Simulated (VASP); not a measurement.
# Zn12Cl in VASP: single point with PBE

Aim: the single point of Zn12Cl with PBE.

Everything below comes from runs of VASP 6.6.1. Logs are shortened: lines on timing, memory, paths and dates and some standing lists are left out, and cuts for length are marked.

## 1. The cell of the first run

The cell holds a slab with vacuum, 13 atoms: a = 5.320 Å, b = 5.320 Å, c = 17.937 Å, α = 90.00°, β = 90.00°, γ = 60.00°.

## 2. Single point, PBE

Contents of INCAR:

```
SYSTEM = Zn12Cl
  PREC = Accurate
  ENCUT = 520
  EDIFF = 1E-7
  ISMEAR = -1
  SIGMA = 0.15
  LREAL = .FALSE.
  LASPH = .TRUE.
  NELM = 60
  ALGO = Normal
  ISIF = 2
  LWAVE = .FALSE.
  LCHARG = .FALSE.
  GGA = PE
  NBANDS = 88
```

Contents of KPOINTS:

```
Automatic mesh
0
G
  2 2 1
  0 0 0
```

Contents of POSCAR:

```
Zn12Cl
1.0
    5.3200000000      0.0000000000      0.0000000000
    2.6600000000      4.6072550000      0.0000000000
    0.0000000000      0.0000000000     17.9369600000
Zn Cl
12 1
Direct
    0.0000000000      0.0000000000      0.0557508000
    0.5000000000      0.0000000000      0.0557508000
    0.0000000000      0.5000000000      0.0557508000
    0.5000000000      0.5000000000      0.0557508000
   -0.1638058497      0.3318410682      0.1837596265
    0.3313477558      0.3313783081      0.1836360740
   -0.1668830432      0.8332046302      0.1969413458
    0.3317376694      0.8363705477      0.1837476252
    0.0049171276      0.0051709216      0.3206943311
    0.4883057178      0.0052654328      0.3209736310
    0.0049976029      0.4885844614      0.3209356128
    0.4991184563      0.4994730451      0.3047117294
    0.8297676448      0.8309314929      0.4328237843
```

Potentials or basis: VASP PAW PBE potentials, release 64 (Zn, Cl).

Launch:

```bash
> cat potpaw_PBE.64/Zn/POTCAR potpaw_PBE.64/Cl/POTCAR > POTCAR
> mpirun -np 1 vasp_std > vasp.out
```

OUTCAR:

```text
SYSTEM = Zn12Cl
   PREC = Accurate
   ENCUT = 520
   EDIFF = 1E-7
   ISMEAR = -1
   LREAL = .FALSE.
   LASPH = .TRUE.
   NELM = 60
   ISIF = 2
   GGA = PE

 ion  position               nearest neighbor table
   1  0.000  0.000  0.056-   3 2.66   3 2.66   4 2.66   4 2.66   2 2.66   2 2.66   8 2.76   5 2.76
                             7 2.96
   2  0.500  0.000  0.056-   4 2.66   3 2.66   4 2.66   3 2.66   1 2.66   1 2.66   6 2.76   8 2.76
                             7 2.96
   3  0.000  0.500  0.056-   1 2.66   1 2.66   2 2.66   2 2.66   4 2.66   4 2.66   6 2.76   5 2.76
                             7 2.96
   4  0.500  0.500  0.056-   2 2.66   1 2.66   2 2.66   1 2.66   3 2.66   3 2.66   5 2.77   8 2.77
                             6 2.77
   5  0.836  0.332  0.184-   6 2.63   8 2.64  12 2.67   7 2.67   7 2.67   8 2.68   6 2.69   1 2.76
                             3 2.76   4 2.77   9 2.88  11 2.88
   6  0.331  0.331  0.184-   8 2.63   5 2.63  12 2.67   7 2.67   7 2.67   5 2.69   8 2.69   3 2.76
                             2 2.76   4 2.77  11 2.89  10 2.89
   7  0.833  0.833  0.197-   8 2.67   5 2.67   6 2.67   6 2.67   5 2.67   8 2.67   9 2.73  11 2.73
                            10 2.73   2 2.96   3 2.96   1 2.96
   8  0.332  0.836  0.184-   6 2.63   5 2.64  12 2.67   7 2.67   7 2.67   5 2.68   6 2.69   1 2.76
                             2 2.76   4 2.77   9 2.88  10 2.88
   9  0.005  0.005  0.321-  10 2.57  11 2.57  13 2.58  12 2.68  12 2.68   7 2.73  11 2.75  10 2.75
                             5 2.88   8 2.88
  10  0.488  0.005  0.321-  13 2.55  11 2.57   9 2.57  12 2.67  12 2.68   7 2.73   9 2.75  11 2.75
                             8 2.88   6 2.89
  11  0.005  0.489  0.321-  13 2.55  10 2.57   9 2.57  12 2.67  12 2.68   7 2.73   9 2.75  10 2.75
                             5 2.88   6 2.89
  12  0.499  0.499  0.305-   6 2.67   8 2.67   5 2.67  11 2.67  10 2.67   9 2.68   9 2.68  10 2.68
                            11 2.68
  13  0.830  0.831  0.433-  10 2.55  11 2.55   9 2.58

  LATTYP: Found a hexagonal cell.
 ALAT       =     5.3199998717
 C/A-ratio  =     3.3716091039

  Lattice vectors:

 A1 = (  -2.6600000000,  -4.6072550000,   0.0000000000)
 A2 = (   5.3200000000,   0.0000000000,   0.0000000000)
 A3 = (   0.0000000000,   0.0000000000,  17.9369600000)

Analysis of symmetry for initial positions (statically):
=====================================================================
 Subroutine PRICEL returns:
 Original cell was already a primitive cell.

 Routine SETGRP: Setting up the symmetry group for a
 hexagonal supercell.

 Subroutine GETGRP returns: Found  1 space group operations
 (whereof  1 operations were pure point group operations)
 out of a pool of 24 trial point group operations.

The static configuration has the point symmetry C_1 .

Analysis of symmetry for dynamics (positions and initial velocities):
=====================================================================
 Subroutine PRICEL returns:
 Original cell was already a primitive cell.

 Routine SETGRP: Setting up the symmetry group for a
 hexagonal supercell.

 Subroutine GETGRP returns: Found  1 space group operations
 (whereof  1 operations were pure point group operations)
 out of a pool of 24 trial point group operations.

The dynamic configuration has the point symmetry C_1 .

 Subroutine INISYM returns: Found  1 space group operations
 (whereof  1 operations are pure point group operations),
 and found     1 'primitive' translations

----------------------------------------------------------------------------------------

                                     Primitive cell

  volume of cell :     439.6456

  direct lattice vectors                    reciprocal lattice vectors
     5.320000000  0.000000000  0.000000000     0.187969925 -0.108524490  0.000000000
     2.660000000  4.607255000  0.000000000     0.000000000  0.217048980  0.000000000
     0.000000000  0.000000000 17.936960000     0.000000000  0.000000000  0.055750807

  length of vectors
     5.320000000  5.319999872 17.936960000     0.217048975  0.217048980  0.055750807

  position of ions in fractional coordinates (direct lattice)
     0.000000000  0.000000000  0.055750800
     0.500000000  0.000000000  0.055750800
     0.000000000  0.500000000  0.055750800
     0.500000000  0.500000000  0.055750800
     0.836194150  0.331841068  0.183759626
     0.331347756  0.331378308  0.183636074
     0.833116957  0.833204630  0.196941346
     0.331737669  0.836370548  0.183747625
     0.004917128  0.005170922  0.320694331
     0.488305718  0.005265433  0.320973631
     0.004997603  0.488584461  0.320935613
     0.499118456  0.499473045  0.304711729
     0.829767645  0.830931493  0.432823784

  ion indices of the primitive-cell ions
   primitive index   ion index
                 1           1
                 2           2
                 3           3
                 4           4
                 5           5
                 6           6
                 7           7
                 8           8
                 9           9
                10          10
                11          11
                12          12
                13          13

----------------------------------------------------------------------------------------

 KPOINTS: Automatic mesh

Automatic generation of k-mesh.
 Grid dimensions read from file:
 generate k-points for:    2    2    1

 Generating k-lattice:

  Cartesian coordinates                     Fractional coordinates (reciprocal lattice)
     0.093984962 -0.054262245  0.000000000     0.500000000  0.000000000  0.000000000
     0.000000000  0.108524490  0.000000000     0.000000000  0.500000000  0.000000000
     0.000000000  0.000000000  0.055750807     0.000000000  0.000000000  1.000000000

  Length of vectors
     0.108524488  0.108524490  0.055750807

  Shift w.r.t. Gamma in fractional coordinates (k-lattice)
     0.000000000  0.000000000  0.000000000

 Subroutine IBZKPT returns following result:
 ===========================================

 Found      4 irreducible k-points:

 Following reciprocal coordinates:
            Coordinates               Weight
  0.000000  0.000000  0.000000      1.000000
  0.500000  0.000000  0.000000      1.000000
  0.500000  0.500000  0.000000      1.000000
  0.000000  0.500000  0.000000      1.000000
   k-points           NKPTS =      4   k-points in BZ     NKDIM =      4   number of bands    NBANDS=     88
   number of dos      NEDOS =    301   number of ions     NIONS =     13
   total plane-waves  NPLWV = 224000
   dimension x,y,z NGX =    40 NGY =   40 NGZ =  140
   dimension x,y,z NGXF=    80 NGYF=   80 NGZF=  280
   ions per type =              12   1
   NGX,Y,Z   is equivalent  to a cutoff of  12.50, 12.50, 12.98 a.u.
   NGXF,Y,Z  is equivalent  to a cutoff of  25.00, 25.00, 25.95 a.u.
 SYSTEM =  Zn12Cl
   PREC   = accura    normal or accurate (medium, high low for compatibility)
   ISTART =      0    job   : 0-new  1-cont  2-samecut
   ICHARG =      2    charge: 1-file 2-atom 10-const
   ISPIN  =      1    spin polarized calculation?
   LNONCOLLINEAR =      F non collinear calculations
   LSORBIT =      F    spin-orbit coupling
   LASPH  =      T    aspherical Exc in radial PAW
   ENCUT  =  520.0 eV  38.22 Ry    6.18 a.u.   9.89  9.89 33.35*2*pi/ulx,y,z
   NELM   =     60;   NELMIN=  2; NELMDL= -5     # of ELM steps
   EDIFF  = 0.1E-06   stopping-criterion for ELM
   LREAL  =      F    real-space projection
   EDIFFG = 0.1E-05   stopping-criterion for IOM
   NSW    =      0    number of steps for IOM
   IBRION =     -1    ionic relax: 0-MD 1-quasi-New 2-CG
   NFREE  =      0    steps in history (QN), initial steepest desc. (CG)
   ISIF   =      2    stress and relaxation
   ISYM   =      2    0-nonsym 1-usesym 2-fastsym
   POTIM  = 0.5000    time-step for ionic-motion
   TEBEG  =    0.0;   TEEND  =   0.0 temperature during run
   PSTRESS=    0.0 pullay stress
   NELECT =     151.0000    total number of electrons
   NUPDOWN=      -1.0000    fix difference up-down
   EMIN   =  10.00;   EMAX   =-10.00  energy-range for DOS
   EFERMI =   0.00;   METHOD = LEGACY
   ISMEAR =    -1;   SIGMA  =   0.15  broadening in eV -4-tet -1-fermi 0-gaus
   EFERMI_NEDOS =   21; number of points for ismear=-14 and -15
   IALGO  =     38    algorithm
   IMIX   =      4    mixing-type and parameters
     AMIX     =   0.40;   BMIX     =  1.00
     AMIX_MAG =   1.60;   BMIX_MAG =  1.00
  volume/ion in A,a.u.               =      33.82       228.22
  Fermi-wavevector in a.u.,A,eV,Ry     =   1.146479  2.166532 17.883701  1.314415
  Thomas-Fermi vector in A             =   2.283164
   LORBIT       =      0    0 simple, 1 ext, 2 COOP (PROOUT), +10 PAW based schemes
   GGA     = PE    functional components
   LHFCALC =     F    Hartree Fock is set to
   AEXX    =    0.0000 exact exchange contribution
   IVDW    =     0    specifies the selected vdW correction
   LEPSILON=     F    determine dielectric tensor
   LRPA    =     F    only Hartree local field effects (RPA)
 non-spin polarized calculation
  energy-cutoff  :      520.00
  volume of cell :      439.65
 maximum number of plane-waves:     11852
 NGX is ok and might be reduce to    40
   NGX = 19   NGY = 19   NGZ = 67

 number of electron     150.9999993 magnetization

 Free energy of the ion-electron system (eV)
  ---------------------------------------------------
  ext. energy  EPLUGINS =         0.00000000
  ---------------------------------------------------
  free energy    TOTEN  =       -16.03155843 eV

  energy without entropy =      -15.65790481  energy(sigma->0) =      -15.84473162

 E-fermi :  -0.8358     XC(G=0):  -6.0205

 val. band max:       -0.9522528057   @ k =   0.5000   0.0000   0.0000
 cond. band min:      -0.5649537413   @ k =   0.5000   0.0000   0.0000
 fundamental gap:      0.3872990644
 Fermi energy:        -0.8358444822

 k-point     1 :       0.0000    0.0000    0.0000
  band No.  band energies     occupation
      1     -16.7117      2.00000
      2     -11.2068      2.00000
      3      -9.8523      2.00000
      4      -9.6208      2.00000
      5      -9.5315      2.00000
      6      -9.5067      2.00000
[... 79 lines left out ...]
     86       1.5573      0.00000
     87       2.1450      0.00000

 k-point     2 :       0.5000    0.0000    0.0000
  band No.  band energies     occupation
      1     -16.6960      2.00000
      2      -9.7843      2.00000
      3      -9.6735      2.00000
      4      -9.2469      2.00000
      5      -9.1991      2.00000
      6      -9.1930      2.00000
[... 79 lines left out ...]
     86       3.4385      0.00000
     87       4.0127      0.00000

 k-point     3 :       0.5000    0.5000    0.0000
  band No.  band energies     occupation
      1     -16.6961      2.00000
      2      -9.7838      2.00000
      3      -9.6734      2.00000
      4      -9.2466      2.00000
      5      -9.1998      2.00000
      6      -9.1932      2.00000
[... 79 lines left out ...]
     86       3.4391      0.00000
     87       4.0173      0.00000

 k-point     4 :       0.0000    0.5000    0.0000
  band No.  band energies     occupation
      1     -16.6960      2.00000
      2      -9.7842      2.00000
      3      -9.6735      2.00000
      4      -9.2468      2.00000
      5      -9.1992      2.00000
      6      -9.1930      2.00000
[... 79 lines left out ...]
     86       3.4387      0.00000
     87       4.0132      0.00000
 [bands above 87 left out]

------------------------ aborting loop because EDIFF is reached ----------------------------------------

  FORCE on cell =-STRESS in cart. coord.  units (eV):
  Direction    XX          YY          ZZ          XY          YZ          ZX
  --------------------------------------------------------------------------------------
  -------------------------------------------------------------------------------------
  Total        1.1352224      1.1289982      0.2653093      0.0061914      0.0086643      0.0230758
  in kB        4.1370313      4.1143490      0.9668528      0.0225631      0.0315750      0.0840939
  external PRESSURE =       3.0727444 kB  Pullay stress =       0.0000000 kB

 VOLUME and BASIS-vectors are now :
 -----------------------------------------------------------------------------
  energy-cutoff  :      520.00
  volume of cell :      439.65
      direct lattice vectors                 reciprocal lattice vectors
     5.320000000  0.000000000  0.000000000     0.187969925 -0.108524490  0.000000000
     2.660000000  4.607255000  0.000000000     0.000000000  0.217048980  0.000000000
     0.000000000  0.000000000 17.936960000     0.000000000  0.000000000  0.055750807

 POSITION                                       TOTAL-FORCE (eV/Angst)
 -----------------------------------------------------------------------------------
      0.00000      0.00000      1.00000        -0.226613     -0.130344     -0.035810
      2.66000      0.00000      1.00000         0.225813     -0.133834     -0.033598
      1.33000      2.30363      1.00000        -0.003423      0.262418     -0.033881
      3.99000      2.30363      1.00000         0.001617      0.000834     -0.004114
      5.33125      1.52888      3.29609        -0.000064     -0.002796      0.019228
      2.64424      1.52674      3.29387         0.002084      0.001939      0.022414
      6.64851      3.83879      3.53253         0.001627      0.000701      0.024850
      3.98959      3.85337      3.29587        -0.003092      0.000569      0.019443
      0.03991      0.02382      5.75228        -0.018818     -0.011018      0.002136
      2.61179      0.02426      5.75729         0.013647     -0.006994      0.000204
      1.32622      2.25103      5.75661         0.000911      0.015995      0.000766
      3.98391      2.30120      5.46560         0.000948      0.000291      0.019820
      6.62464      3.82831      7.76354         0.005363      0.002239     -0.001458
 -----------------------------------------------------------------------------------
    total drift:                               -0.000573     -0.000257     -0.002835

  FREE ENERGIE OF THE ION-ELECTRON SYSTEM (eV)
  ---------------------------------------------------
  free  energy   TOTEN  =       -16.0315584303 eV

  energy  without entropy=      -15.6579048140  energy(sigma->0) =      -15.84473162
```

Run time: 5.5 min. Hardware: 1 thread of Intel Xeon Platinum 8488C (Sapphire Rapids), shared host; peak memory 0.56 GiB.

Results:

```
Free energy            : -16.0316 eV
Largest force          : 0.265 eV/Å
Band gap on the k mesh : zero (an odd number of electrons rules out a gap without spin polarisation)
```

Forces in eV/Å, atoms in the order of the input:
```
Zn  -0.227 -0.130 -0.036
Zn   0.226 -0.134 -0.034
Zn  -0.003  0.262 -0.034
Zn   0.002  0.001 -0.004
Zn   0.000 -0.003  0.019
Zn   0.002  0.002  0.022
Zn   0.002  0.001  0.025
Zn  -0.003  0.001  0.019
Zn  -0.019 -0.011  0.002
Zn   0.014 -0.007  0.000
Zn   0.001  0.016  0.001
Zn   0.001  0.000  0.020
Cl   0.005  0.002 -0.001
```

Caveat: the k points lie up to 0.68 Å⁻¹ apart, too coarse for converged energies and pressures of a metal; there is no dipole correction, which matters where the two faces differ.

The gap in the log of VASP goes by the Fermi energy; the results here count the filled bands.